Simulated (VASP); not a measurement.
# CaNi4P3 (P4/mmm) in VASP: single point with PBE

Aim: the single point of CaNi4P3 with PBE.

Program: VASP 6.6.1. These are calculated values, not measurements. Logs are shortened: lines on timing, memory, paths and dates and some standing lists are left out, and cuts for length are marked.

## Step 1: The cell of the first run

Symmetry: P4/mmm, No. 123, tetragonal system. The conventional cell has a = 3.932 Å, b = 3.932 Å, c = 7.209 Å, α = 90.00°, β = 90.00°, γ = 90.00°. Ca (site symmetry 4/mmm) has 10 P at 2.98 to 3.60 Å and 8 Ni at 3.06 Å and 4 Ca at 3.93 Å within 4.0 Å. Ni (site symmetry 2mm) has 4 P at 2.33 to 2.34 Å and 5 Ni at 2.51 to 2.78 Å and 2 Ca at 3.06 Å within 3.1 Å. Within 3.1 Å of P (site symmetry 4/mmm) lie 8 Ni at 2.33 Å. Within 2.8 Å of P (site symmetry 4mm) lie 1 P at 2.15 Å and 4 Ni at 2.34 Å.

## Step 2: Single point, PBE

INCAR

```
SYSTEM = CaNi4P3
PREC     = Accurate       ! precision mode
ENCUT    = 520            ! plane-wave cutoff, eV
EDIFF    = 1E-6           ! SCF threshold, eV
ISMEAR   = -1             ! smearing method
SIGMA    = 0.1            ! smearing width, eV
LREAL    = .FALSE.        ! projectors in reciprocal space
LASPH    = .TRUE.         ! aspherical terms in the spheres
NELM     = 80             ! most SCF steps
ALGO     = Normal         ! electronic algorithm
ISIF     = 2              ! what is computed and relaxed
LWAVE    = .FALSE.        ! write WAVECAR
LCHARG   = .FALSE.        ! write CHGCAR
GGA      = PE             ! functional
NBANDS   = 42             ! bands
```

KPOINTS

```
regular mesh
0
G
  9 9 5
  0 0 0
```

POSCAR

```
CaNi4P3
1.0
    3.9322370000      0.0000000000      0.0000000000
    0.0000000000      3.9322370000      0.0000000000
    0.0000000000      0.0000000000      7.2092150000
Ca Ni P
1 4 3
Direct
    0.0000000000      0.0000000000      0.5000000000
    0.5000000000      0.0000000000      0.1741100000
    0.0000000000      0.5000000000      0.1741100000
    0.5000000000      0.0000000000      0.8258900000
    0.0000000000      0.5000000000      0.8258900000
    0.0000000000      0.0000000000      0.0000000000
    0.5000000000      0.5000000000      0.3508000000
    0.5000000000      0.5000000000      0.6492000000
```

Potentials or basis: VASP PAW PBE potentials, release 64 (Ca_sv, Ni, P).

On the command line:

```
$ cat potpaw_PBE.64/Ca_sv/POTCAR potpaw_PBE.64/Ni/POTCAR potpaw_PBE.64/P/POTCAR > POTCAR
$ mpirun -np 1 vasp_std > vasp.out
```

OUTCAR:

```text
SYSTEM = CaNi4P3
   PREC = Accurate
   ENCUT = 520
   EDIFF = 1E-6
   ISMEAR = -1
   LREAL = .FALSE.
   LASPH = .TRUE.
   NELM = 80
   ISIF = 2
   GGA = PE

 ion  position               nearest neighbor table
   1  0.000  0.000  0.500-   7 2.98   8 2.98   7 2.98   8 2.98   7 2.98   8 2.98   7 2.98   8 2.98
                             4 3.06   5 3.06   2 3.06   4 3.06   2 3.06   3 3.06   3 3.06   5 3.06
   2  0.500  0.000  0.174-   6 2.33   6 2.33   7 2.34   7 2.34   4 2.51   3 2.78   3 2.78   3 2.78
                             3 2.78   1 3.06   1 3.06
   3  0.000  0.500  0.174-   6 2.33   6 2.33   7 2.34   7 2.34   5 2.51   2 2.78   2 2.78   2 2.78
                             2 2.78   1 3.06   1 3.06
   4  0.500  0.000  0.826-   6 2.33   6 2.33   8 2.34   8 2.34   2 2.51   5 2.78   5 2.78   5 2.78
                             5 2.78   1 3.06   1 3.06
   5  0.000  0.500  0.826-   6 2.33   6 2.33   8 2.34   8 2.34   3 2.51   4 2.78   4 2.78   4 2.78
                             4 2.78   1 3.06   1 3.06
   6  0.000  0.000  0.000-   2 2.33   3 2.33   4 2.33   5 2.33   3 2.33   5 2.33   2 2.33   4 2.33

   7  0.500  0.500  0.351-   8 2.15   3 2.34   2 2.34   2 2.34   3 2.34   1 2.98   1 2.98   1 2.98
                             1 2.98
   8  0.500  0.500  0.649-   7 2.15   5 2.34   4 2.34   4 2.34   5 2.34   1 2.98   1 2.98   1 2.98
                             1 2.98

  LATTYP: Found a simple tetragonal cell.
 ALAT       =     3.9322370000
 C/A-ratio  =     1.8333622821

  Lattice vectors:

 A1 = (   3.9322370000,   0.0000000000,   0.0000000000)
 A2 = (   0.0000000000,   3.9322370000,   0.0000000000)
 A3 = (   0.0000000000,   0.0000000000,   7.2092150000)

Analysis of symmetry for initial positions (statically):
=====================================================================
 Subroutine PRICEL returns:
 Original cell was already a primitive cell.

 Routine SETGRP: Setting up the symmetry group for a
 simple tetragonal supercell.

 Subroutine GETGRP returns: Found 16 space group operations
 (whereof 16 operations were pure point group operations)
 out of a pool of 16 trial point group operations.

The static configuration has the point symmetry D_4h.

Analysis of symmetry for dynamics (positions and initial velocities):
=====================================================================
 Subroutine PRICEL returns:
 Original cell was already a primitive cell.

 Routine SETGRP: Setting up the symmetry group for a
 simple tetragonal supercell.

 Subroutine GETGRP returns: Found 16 space group operations
 (whereof 16 operations were pure point group operations)
 out of a pool of 16 trial point group operations.

The dynamic configuration has the point symmetry D_4h.

 Subroutine INISYM returns: Found 16 space group operations
 (whereof 16 operations are pure point group operations),
 and found     1 'primitive' translations

----------------------------------------------------------------------------------------

                                     Primitive cell

  volume of cell :     111.4724

  direct lattice vectors                    reciprocal lattice vectors
     3.932237000  0.000000000  0.000000000     0.254308171  0.000000000  0.000000000
     0.000000000  3.932237000  0.000000000     0.000000000  0.254308171  0.000000000
     0.000000000  0.000000000  7.209215000     0.000000000  0.000000000  0.138711358

  length of vectors
     3.932237000  3.932237000  7.209215000     0.254308171  0.254308171  0.138711358

  position of ions in fractional coordinates (direct lattice)
     0.000000000  0.000000000  0.500000000
     0.500000000  0.000000000  0.174110000
     0.000000000  0.500000000  0.174110000
     0.500000000  0.000000000  0.825890000
     0.000000000  0.500000000  0.825890000
     0.000000000  0.000000000  0.000000000
     0.500000000  0.500000000  0.350800000
     0.500000000  0.500000000  0.649200000

  ion indices of the primitive-cell ions
   primitive index   ion index
                 1           1
                 2           2
                 3           3
                 4           4
                 5           5
                 6           6
                 7           7
                 8           8

----------------------------------------------------------------------------------------

 KPOINTS: regular mesh

Automatic generation of k-mesh.
 Grid dimensions read from file:
 generate k-points for:    9    9    5

 Generating k-lattice:

  Cartesian coordinates                     Fractional coordinates (reciprocal lattice)
     0.028256463  0.000000000  0.000000000     0.111111111  0.000000000  0.000000000
     0.000000000  0.028256463  0.000000000     0.000000000  0.111111111  0.000000000
     0.000000000  0.000000000  0.027742272     0.000000000  0.000000000  0.200000000

  Length of vectors
     0.028256463  0.028256463  0.027742272

  Shift w.r.t. Gamma in fractional coordinates (k-lattice)
     0.000000000  0.000000000  0.000000000

 Subroutine IBZKPT returns following result:
 ===========================================

 Found     45 irreducible k-points:

 Following reciprocal coordinates:
            Coordinates               Weight
  0.000000  0.000000  0.000000      1.000000
  0.111111  0.000000  0.000000      4.000000
  0.222222  0.000000  0.000000      4.000000
  0.333333  0.000000  0.000000      4.000000
  0.444444  0.000000  0.000000      4.000000
  0.111111  0.111111  0.000000      4.000000
[... 16 lines left out ...]
  0.333333  0.111111  0.200000     16.000000
  0.444444  0.111111  0.200000     16.000000
 [... further k-points ...]
   k-points           NKPTS =     45   k-points in BZ     NKDIM =     45   number of bands    NBANDS=     42
   number of dos      NEDOS =    301   number of ions     NIONS =      8
   total plane-waves  NPLWV =  48600
   dimension x,y,z NGX =    30 NGY =   30 NGZ =   54
   dimension x,y,z NGXF=    60 NGYF=   60 NGZF=  108
   ions per type =               1   4   3
   NGX,Y,Z   is equivalent  to a cutoff of  12.68, 12.68, 12.45 a.u.
   NGXF,Y,Z  is equivalent  to a cutoff of  25.37, 25.37, 24.91 a.u.
 SYSTEM =  CaNi4P3
   PREC   = accura    normal or accurate (medium, high low for compatibility)
   ISTART =      0    job   : 0-new  1-cont  2-samecut
   ICHARG =      2    charge: 1-file 2-atom 10-const
   ISPIN  =      1    spin polarized calculation?
   LNONCOLLINEAR =      F non collinear calculations
   LSORBIT =      F    spin-orbit coupling
   LASPH  =      T    aspherical Exc in radial PAW
   ENCUT  =  520.0 eV  38.22 Ry    6.18 a.u.   7.31  7.31 13.40*2*pi/ulx,y,z
   NELM   =     80;   NELMIN=  2; NELMDL= -5     # of ELM steps
   EDIFF  = 0.1E-05   stopping-criterion for ELM
   LREAL  =      F    real-space projection
   EDIFFG = 0.1E-04   stopping-criterion for IOM
   NSW    =      0    number of steps for IOM
   IBRION =     -1    ionic relax: 0-MD 1-quasi-New 2-CG
   NFREE  =      0    steps in history (QN), initial steepest desc. (CG)
   ISIF   =      2    stress and relaxation
   ISYM   =      2    0-nonsym 1-usesym 2-fastsym
   POTIM  = 0.5000    time-step for ionic-motion
   TEBEG  =    0.0;   TEEND  =   0.0 temperature during run
   PSTRESS=    0.0 pullay stress
   NELECT =      65.0000    total number of electrons
   NUPDOWN=      -1.0000    fix difference up-down
   EMIN   =  10.00;   EMAX   =-10.00  energy-range for DOS
   EFERMI =   0.00;   METHOD = LEGACY
   ISMEAR =    -1;   SIGMA  =   0.10  broadening in eV -4-tet -1-fermi 0-gaus
   EFERMI_NEDOS =   21; number of points for ismear=-14 and -15
   IALGO  =     38    algorithm
   IMIX   =      4    mixing-type and parameters
     AMIX     =   0.40;   BMIX     =  1.00
     AMIX_MAG =   1.60;   BMIX_MAG =  1.00
  volume/ion in A,a.u.               =      13.93        94.03
  Fermi-wavevector in a.u.,A,eV,Ry     =   1.367698  2.584574 25.451023  1.870597
  Thomas-Fermi vector in A             =   2.493727
   LORBIT       =      0    0 simple, 1 ext, 2 COOP (PROOUT), +10 PAW based schemes
   GGA     = PE    functional components
   LHFCALC =     F    Hartree Fock is set to
   AEXX    =    0.0000 exact exchange contribution
   IVDW    =     0    specifies the selected vdW correction
   LEPSILON=     F    determine dielectric tensor
   LRPA    =     F    only Hartree local field effects (RPA)
 non-spin polarized calculation
  energy-cutoff  :      520.00
  volume of cell :      111.47
 maximum number of plane-waves:      3043
 NGX is ok and might be reduce to    30
   NGX = 15   NGY = 15   NGZ = 27

 number of electron      64.9999975 magnetization

 Free energy of the ion-electron system (eV)
  ---------------------------------------------------
  ext. energy  EPLUGINS =         0.00000000
  ---------------------------------------------------
  free energy    TOTEN  =       -45.56095790 eV

  energy without entropy =      -45.37708264  energy(sigma->0) =      -45.46902027

 E-fermi :   8.3189     XC(G=0): -11.6390

 val. band max:        8.3183075704   @ k =   0.3333   0.0000   0.4000
 cond. band min:       8.3191624710   @ k =   0.0000   0.0000   0.2000
 fundamental gap:      0.0008549006
 Fermi energy:         8.3188810617

 k-point     1 :       0.0000    0.0000    0.0000
  band No.  band energies     occupation
      1     -32.0125      2.00000
      2     -13.1074      2.00000
      3     -13.0958      2.00000
      4     -13.0958      2.00000
      5      -5.3540      2.00000
      6      -3.7061      2.00000
[... 34 lines left out ...]
     41      12.4874      0.00000
     42      12.8202      0.00000

 k-point     2 :       0.1111    0.0000    0.0000
  band No.  band energies     occupation
      1     -32.0118      2.00000
      2     -13.1127      2.00000
      3     -13.1051      2.00000
      4     -13.0939      2.00000
      5      -5.2751      2.00000
      6      -3.6692      2.00000
[... 979 lines left out ...]
     41      12.6230      0.00000
     42      13.0684      0.00000

 k-point    24 :       0.4444    0.1111    0.2000
  band No.  band energies     occupation
      1     -32.0060      2.00000
      2     -13.2272      2.00000
      3     -13.0937      2.00000
      4     -13.0868      2.00000
      5      -4.5281      2.00000
      6      -3.4064      2.00000
[... 34 lines left out ...]
     41      12.7510      0.00000
     42      13.0487      0.00000

 [... further k-points ...]

------------------------ aborting loop because EDIFF is reached ----------------------------------------

  FORCE on cell =-STRESS in cart. coord.  units (eV):
  Direction    XX          YY          ZZ          XY          YZ          ZX
  --------------------------------------------------------------------------------------
  -------------------------------------------------------------------------------------
  Total       -4.7224258     -4.7224258      0.2617571      0.0000000     -0.0000000     -0.0000000
  in kB      -67.8747711    -67.8747711      3.7621987      0.0000000     -0.0000000     -0.0000000
  external PRESSURE =     -43.9957812 kB  Pullay stress =       0.0000000 kB

 VOLUME and BASIS-vectors are now :
 -----------------------------------------------------------------------------
  energy-cutoff  :      520.00
  volume of cell :      111.47
      direct lattice vectors                 reciprocal lattice vectors
     3.932237000  0.000000000  0.000000000     0.254308171  0.000000000  0.000000000
     0.000000000  3.932237000  0.000000000     0.000000000  0.254308171  0.000000000
     0.000000000  0.000000000  7.209215000     0.000000000  0.000000000  0.138711358

 POSITION                                       TOTAL-FORCE (eV/Angst)
 -----------------------------------------------------------------------------------
      0.00000      0.00000      3.60461        -0.000000      0.000000      0.000000
      1.96612      0.00000      1.25520        -0.000000      0.000000      0.380799
      0.00000      1.96612      1.25520         0.000000     -0.000000      0.380799
      1.96612      0.00000      5.95402         0.000000      0.000000     -0.380799
      0.00000      1.96612      5.95402        -0.000000     -0.000000     -0.380799
      0.00000      0.00000      0.00000        -0.000000      0.000000      0.000000
      1.96612      1.96612      2.52899        -0.000000     -0.000000     -1.713497
      1.96612      1.96612      4.68022        -0.000000      0.000000      1.713497
 -----------------------------------------------------------------------------------
    total drift:                                0.000000      0.000000      0.000000

  FREE ENERGIE OF THE ION-ELECTRON SYSTEM (eV)
  ---------------------------------------------------
  free  energy   TOTEN  =       -45.5609579024 eV

  energy  without entropy=      -45.3770826400  energy(sigma->0) =      -45.46902027
```

Wall time 4.5 min (1 thread of Intel Xeon Platinum 8259CL at 2.50GHz (Skylake/Cascade Lake), shared host); peak memory 0.33 GiB.

What came out:

| Item | Value |
| --- | --- |
| Free energy | -45.5610 eV |
| Pressure | -4.4 GPa |
| Largest force | 1.713 eV/Å |
| Band gap on the k mesh | zero (an odd number of electrons rules out a gap without spin polarisation) |

Forces on the atoms (eV/Å):
```
Ca   0.000  0.000  0.000
Ni   0.000  0.000  0.381
Ni   0.000  0.000  0.381
Ni   0.000  0.000 -0.381
Ni   0.000  0.000 -0.381
P    0.000  0.000  0.000
P    0.000  0.000 -1.713
P    0.000  0.000  1.713
```

Caveat: the cell stands under tension; forces of over 1 eV/Å act on the atoms, so gaps and moduli don't describe the material at rest.
